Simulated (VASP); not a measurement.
Input of a VASP 6.6.1 run:

Contents of POSCAR:

```
Ba4As
1.0
    7.9276982900      0.0000000000      0.0000000000
   -3.9638491450      6.8655881127      0.0000000000
    0.0000000000      0.0000000000      7.1193061700
Ba As
4 1
Direct
    0.3333333333      0.6666666667      0.3055290700
    0.6666666667      0.3333333333      0.6944709300
    0.6666666666      0.3333333333      0.3055290700
    0.3333333334      0.6666666667      0.6944709300
    0.0000000000      0.0000000000      0.0000000000
```

File INCAR.step1:

```
SYSTEM = Ba4As
PREC = Accurate
ENCUT = 520
ISMEAR = 0
SIGMA = 0.01
LREAL = .False.
LASPH = .True.
NELM = 100
NBANDS = 30
GGA = PE
ALGO = Normal
EDIFF = 1E-4
LWAVE = .True.
LCHARG = .False.
```

INCAR.step2

```
SYSTEM = Ba4As
PREC = Accurate
ENCUT = 520
EDIFF = 1E-6
ISMEAR = 0
SIGMA = 0.01
LREAL = .False.
LASPH = .True.
NELM = 100
ALGO = Normal
ISIF = 2
LWAVE = .False.
LCHARG = .True.
METAGGA = R2SCAN
LMIXTAU = .True.
LUSE_VDW = .True.
IVDW_NL = 2
BPARAM = 11.95
CPARAM = 0.0093
LELF = .True.
LVHAR = .True.
NBANDS = 30
ISTART = 1
```

File KPOINTS:

```
Automatic mesh
0
Gamma
  3 3 3
  0 0 0
```

Potentials or basis: VASP PAW PBE potentials, release 64 (Ba_sv, As).

Run with:

```console
$ cat potpaw_PBE.64/Ba_sv/POTCAR potpaw_PBE.64/As/POTCAR > POTCAR
$ cp INCAR.step1 INCAR
$ mpirun -np 1 vasp_std > vasp.out
$ cp INCAR.step2 INCAR
$ mpirun -np 1 vasp_std > vasp.out
```

Question: Estimate the pressure.

Answer: 0.4 GPa.

Question: Predict the largest force.

Answer: 4.701 eV/Å.

Stress tensor (GPa, compression positive):
```
-4.25  0.00  0.00
 0.00 -4.25  0.00
 0.00  0.00  9.61
```

Caveat: the PAW data sets were made with another functional, which shifts forces and pressure a little.
